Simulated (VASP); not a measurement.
Wanted: the native input for a VASP 6.6.1 run.

```yaml
Task: single point
Functional: PBEsol
Potentials_or_basis: VASP PAW PBE potentials, release 64 (Ta_pv, N)
Cutoff: 520 eV
k_mesh: 8 × 8 × 12
Occupations: fermi-dirac, width 0.1 eV
Spin: no spin polarisation
Dipole_correction: no
Further_INCAR_settings: ALGO = Normal; EDIFF = 1e-06; NBANDS = 33
```

The structure of TaN lies in POSCAR:

```
TaN
1.0
    5.1910000000      0.0000000000      0.0000000000
   -2.5955000000      4.4955380000      0.0000000000
    0.0000000000      0.0000000000      2.8110666667
Ta N
3 3
Direct
    0.0000000000      0.0000000000      0.0000000000
    0.3333333333      0.6666666667      0.5000000000
    0.6666666667      0.3333333333      0.5000000000
    0.5000000000      0.0000000000      0.0000000000
    0.5000000000      0.5000000000      0.0000000000
    0.0000000000      0.5000000000      0.0000000000
```

One way to write it, as run:

INCAR

```
PREC = Accurate
ENCUT = 520
EDIFF = 1E-6
ISMEAR = -1
SIGMA = 0.1
LREAL = F
LASPH = T
NELM = 100
ALGO = Normal
ISIF = 2
LWAVE = F
LCHARG = F
GGA = PS
NBANDS = 33
```

KPOINTS

```
regular mesh
0
Gamma
  8 8 12
```

Potentials or basis: VASP PAW PBE potentials, release 64 (Ta_pv, N).

Launch:

```sh
$ cat potpaw_PBE.64/Ta_pv/POTCAR potpaw_PBE.64/N/POTCAR > POTCAR
$ mpirun -np 1 vasp_std > vasp.out
```

Results of the run:

```
Pressure               : 17.4 GPa
Band gap on the k mesh : zero (band 24 reaches 9.41 eV, above the bottom of band 25 at 6.95 eV)
```

Caveat: the PAW data sets were made with another functional, which shifts forces and pressure a little; spin-orbit coupling is left out, which moves the levels of the heavy elements.

Run time: 89 s on 1 thread of Intel(R) Xeon(R) Platinum 8559C (Emerald Rapids), with other jobs on the host, peak memory 0.26 GiB.
